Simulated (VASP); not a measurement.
# P (Fd-3m) in VASP: relaxation of cell and atoms with PBE

Aim: the relaxation of cell and atoms of P with PBE.

All numbers are computed with VASP 6.6.1; they aren't measurements. Logs are shortened: lines on timing, memory, paths and dates and some standing lists are left out, and cuts for length are marked.

## Step 1: The cell of the first run

Symmetry: Fd-3m, No. 227, cubic system. The conventional cell has a = 5.561 Å, b = 5.561 Å, c = 5.561 Å, α = 90.00°, β = 90.00°, γ = 90.00°. P (site symmetry -43m) has 4 P at 2.41 Å within 3.2 Å.

This isn't the form of P at room conditions, which is orthorhombic.

## Step 2: Relaxation of cell and atoms, PBE

Input file INCAR:

```
  PREC = Accurate
  ENCUT = 600
  EDIFF = 1E-6
  ISMEAR = 0
  SIGMA = 0.1
  LREAL = False
  LASPH = True
  NELM = 100
  ALGO = Normal
  ISIF = 3
  LWAVE = False
  LCHARG = False
  GGA = PE
  IBRION = 2
  NSW = 100
  EDIFFG = -0.01
```

Input file KPOINTS:

```
Automatic mesh
0
Gamma
  18 18 18
```

Input file POSCAR:

```
P
1.0
    0.0000000000      2.7803601466      2.7803601466
    2.7803601466      0.0000000000      2.7803601466
    2.7803601466      2.7803601466      0.0000000000
P
2
Direct
    0.0000000000      0.0000000000      0.0000000000
    0.2500000000      0.2500000000      0.2500000000
```

Potentials or basis: VASP PAW PBE potentials, release 64 (P).

Run with:

```console
cat potpaw_PBE.64/P/POTCAR > POTCAR
mpirun -np 1 vasp_std > vasp.out
```

OUTCAR:

```text
PREC = Accurate
   ENCUT = 600
   EDIFF = 1E-6
   ISMEAR = 0
   LREAL = False
   LASPH = True
   NELM = 100
   ISIF = 3
   GGA = PE
   IBRION = 2
   NSW = 100
   EDIFFG = -0.01

 ion  position               nearest neighbor table
   1  0.000  0.000  0.000-   2 2.41   2 2.41   2 2.41   2 2.41
   2  0.250  0.250  0.250-   1 2.41   1 2.41   1 2.41   1 2.41

  LATTYP: Found a face centered cubic cell.
 ALAT       =     5.5607202932

  Lattice vectors:

 A1 = (   0.0000000000,   2.7803601466,   2.7803601466)
 A2 = (   2.7803601466,   0.0000000000,   2.7803601466)
 A3 = (   2.7803601466,   2.7803601466,   0.0000000000)

Analysis of symmetry for initial positions (statically):
=====================================================================
 Subroutine PRICEL returns:
 Original cell was already a primitive cell.

 Routine SETGRP: Setting up the symmetry group for a
 face centered cubic supercell.

 Subroutine GETGRP returns: Found 48 space group operations
 (whereof 24 operations were pure point group operations)
 out of a pool of 48 trial point group operations.

The static configuration has the point symmetry T_d .
 The point group associated with its full space group is O_h .

Analysis of symmetry for dynamics (positions and initial velocities):
=====================================================================
 Subroutine PRICEL returns:
 Original cell was already a primitive cell.

 Routine SETGRP: Setting up the symmetry group for a
 face centered cubic supercell.

 Subroutine GETGRP returns: Found 48 space group operations
 (whereof 24 operations were pure point group operations)
 out of a pool of 48 trial point group operations.

The dynamic configuration has the point symmetry T_d .
 The point group associated with its full space group is O_h .

 Subroutine INISYM returns: Found 48 space group operations
 (whereof 24 operations are pure point group operations),
 and found     1 'primitive' translations

----------------------------------------------------------------------------------------

                                     Primitive cell

  volume of cell :      42.9866

  direct lattice vectors                    reciprocal lattice vectors
     0.000000000  2.780360147  2.780360147    -0.179832818  0.179832818  0.179832818
     2.780360147  0.000000000  2.780360147     0.179832818 -0.179832818  0.179832818
     2.780360147  2.780360147  0.000000000     0.179832818  0.179832818 -0.179832818

  length of vectors
[... 99 lines left out ...]
   IALGO  =     38    algorithm
   IMIX   =      4    mixing-type and parameters
     AMIX     =   0.40;   BMIX     =  1.00
     AMIX_MAG =   1.60;   BMIX_MAG =  1.00
  volume/ion in A,a.u.               =      21.49       145.04
  Fermi-wavevector in a.u.,A,eV,Ry     =   1.006848  1.902666 13.792801  1.013742
  Thomas-Fermi vector in A             =   2.139616
   LORBIT       =      0    0 simple, 1 ext, 2 COOP (PROOUT), +10 PAW based schemes
   GGA     = PE    functional components
   LHFCALC =     F    Hartree Fock is set to
   AEXX    =    0.0000 exact exchange contribution
   IVDW    =     0    specifies the selected vdW correction
   LEPSILON=     F    determine dielectric tensor
   LRPA    =     F    only Hartree local field effects (RPA)
 conjugate gradient relaxation of ions
 non-spin polarized calculation
 Gauss-broadening in eV      SIGMA  =   0.10
  energy-cutoff  :      600.00
  volume of cell :       42.99
 maximum number of plane-waves:      1459
   NGX = 15   NGY = 15   NGZ = 15

--------------------------------------- Ionic step        1  -------------------------------------------

 number of electron      10.0000000 magnetization

 number of electron       9.9999999 magnetization

 Free energy of the ion-electron system (eV)
  ---------------------------------------------------
  ext. energy  EPLUGINS =         0.00000000
  ---------------------------------------------------
  free energy    TOTEN  =        -9.63690455 eV

  energy without entropy =       -9.63015896  energy(sigma->0) =       -9.63353175

------------------------ aborting loop because EDIFF is reached ----------------------------------------

  FORCE on cell =-STRESS in cart. coord.  units (eV):
  Direction    XX          YY          ZZ          XY          YZ          ZX
  --------------------------------------------------------------------------------------
  -------------------------------------------------------------------------------------
  Total       -0.4793867     -0.4793867     -0.4793867     -0.0000000      0.0000000      0.0000000
  in kB      -17.8674824    -17.8674824    -17.8674824     -0.0000000      0.0000000      0.0000000
  external PRESSURE =     -17.8674824 kB  Pullay stress =       0.0000000 kB
[... 59 lines left out ...]
--------------------------------------- Ionic step        3  -------------------------------------------

 number of electron       9.9999999 magnetization

 Free energy of the ion-electron system (eV)
  ---------------------------------------------------
  ext. energy  EPLUGINS =         0.00000000
  ---------------------------------------------------
  free energy    TOTEN  =        -9.64762971 eV

  energy without entropy =       -9.64149765  energy(sigma->0) =       -9.64456368

 E-fermi :   5.9246     XC(G=0):  -9.5331

 val. band max:        5.9226178194   @ k =  -0.2778   0.3889   0.1111
 cond. band min:       5.9286774514   @ k =   0.0556   0.0556   0.0000
 fundamental gap:      0.0060596320
 Fermi energy:         5.9246092893

 k-point     1 :       0.0000    0.0000    0.0000
  band No.  band energies     occupation
      1      -9.0639      2.00000
      2       2.4965      2.00000
      3       2.8927      2.00000
      4       2.8927      2.00000
      5       2.8927      2.00000
      6       6.0216      0.16997
      7       6.0216      0.16997
      8       6.0216      0.16997
      9      11.9387      0.00000
[... 265 lines left out ...]
 k-point    24 :      -0.2222    0.0556    0.0000
  band No.  band energies     occupation
      1      -8.3955      2.00000
      2      -1.3677      2.00000
      3       1.9097      2.00000
      4       2.4033      2.00000
      5       4.2657      2.00000
      6       6.7963      0.00000
      7       7.0216      0.00000
      8       8.3264      0.00000
      9      11.8017      0.00000

 [... further k-points ...]

------------------------ aborting loop because EDIFF is reached ----------------------------------------

  FORCE on cell =-STRESS in cart. coord.  units (eV):
  Direction    XX          YY          ZZ          XY          YZ          ZX
  --------------------------------------------------------------------------------------
  -------------------------------------------------------------------------------------
  Total       -0.0042374     -0.0042374     -0.0042374      0.0000000      0.0000000     -0.0000000
  in kB       -0.1650527     -0.1650527     -0.1650527      0.0000000      0.0000000     -0.0000000
  external PRESSURE =      -0.1650527 kB  Pullay stress =       0.0000000 kB
[... 17 lines left out ...]
  FREE ENERGIE OF THE ION-ELECTRON SYSTEM (eV)
  ---------------------------------------------------
  free  energy   TOTEN  =        -9.6476297087 eV

  energy  without entropy=       -9.6414976464  energy(sigma->0) =       -9.64456368

 reached required accuracy - stopping structural energy minimisation
```

OSZICAR:

```text
N       E                     dE             d eps       ncg     rms          rms(c)
DAV:   1     0.243486327876E+02    0.24349E+02   -0.46680E+03  3510   0.101E+03
DAV:   2    -0.856825887535E+01   -0.32917E+02   -0.32224E+02  5478   0.129E+02
[... 20 lines left out ...]
DAV:   1    -0.964916373876E+01   -0.20376E-02   -0.41923E-02  3700   0.123E+00    0.209E-01
DAV:   2    -0.964805160226E+01    0.11121E-02   -0.13598E-03  3677   0.249E-01    0.115E-01
DAV:   3    -0.964762528383E+01    0.42632E-03   -0.11717E-03  3687   0.189E-01    0.336E-02
DAV:   4    -0.964762753565E+01   -0.22518E-05   -0.14693E-05  3933   0.320E-02    0.156E-02
DAV:   5    -0.964762884265E+01   -0.13070E-05   -0.44600E-07  2170   0.621E-03    0.525E-03
DAV:   6    -0.964762970874E+01   -0.86608E-06   -0.11760E-07  1822   0.335E-03
   3 F= -.96476297E+01 E0= -.96445637E+01  d E =-.107252E-01
```

CONTCAR:

```text
P
   1.00000000000000
    -0.0000000000000000    2.7397949224517322    2.7397949224517322
     2.7397949224517322    0.0000000000000000    2.7397949224517322
     2.7397949224517322    2.7397949224517322    0.0000000000000000
  P
     2
Direct
     0.0000000000000000    0.0000000000000000    0.0000000000000000
     0.2500000000000000    0.2500000000000000    0.2500000000000000

  0.00000000E+00  0.00000000E+00  0.00000000E+00
  0.00000000E+00  0.00000000E+00  0.00000000E+00
```

Run time: 40 s. Hardware: 1 thread of Intel Xeon 6975P-C (Granite Rapids), shared host; peak memory 0.22 GiB.

What came out:

```
Free energy                           : -9.6476 eV
Relaxed volume                        : 20.57 Å³/atom
Relaxed cell                          : a = 3.875 Å, b = 3.875 Å, c = 3.875 Å, α = 60.00°, β = 60.00°, γ = 60.00°
Space group after relaxing (to 0.1 Å) : Fd-3m (No. 227)
Energy gained by relaxing             : 5.4 meV/atom
Ionic steps                           : 3
Pressure after relaxing               : 0.0 GPa
Band gap on the k mesh                : zero (bands 5 and 6 overlap by 2.46 eV)
```

Step by step:
```
step  energy change (eV)  largest force (eV/Å)  pressure (GPa)  volume (Å³)
   1              0.0000                0.0000           -1.79        42.99
   2             -0.0102                0.0000           -0.40        41.51
   3             -0.0107                0.0000           -0.02        41.13
```

Final structure:
```
P
1.0
     0.00000    2.73979    2.73979
     2.73979    0.00000    2.73979
     2.73979    2.73979    0.00000
P
2
Direct
  0.00000 0.00000 0.00000
  0.25000 0.25000 0.25000
```

Levels at points of the mesh, in eV from the Fermi level:
| k point | band 1 | band 2 | band 3 | band 4 | band 5 | band 6 | band 7 | band 8 | band 9 |
| --- | --- | --- | --- | --- | --- | --- | --- | --- | --- |
| (0.00, 0.00, 0.00) | -14.99 | -3.43 | -3.03 | -3.03 | -3.03 | 0.10 | 0.10 | 0.10 | 6.01 |
| (0.50, 0.00, 0.00) | -13.13 | -9.89 | -4.07 | -4.07 | -2.36 | 1.35 | 1.35 | 5.71 | 8.23 |
| (0.50, 0.50, 0.00) | -11.42 | -11.42 | -5.34 | -5.34 | -1.13 | -1.13 | 5.77 | 5.77 | 8.56 |
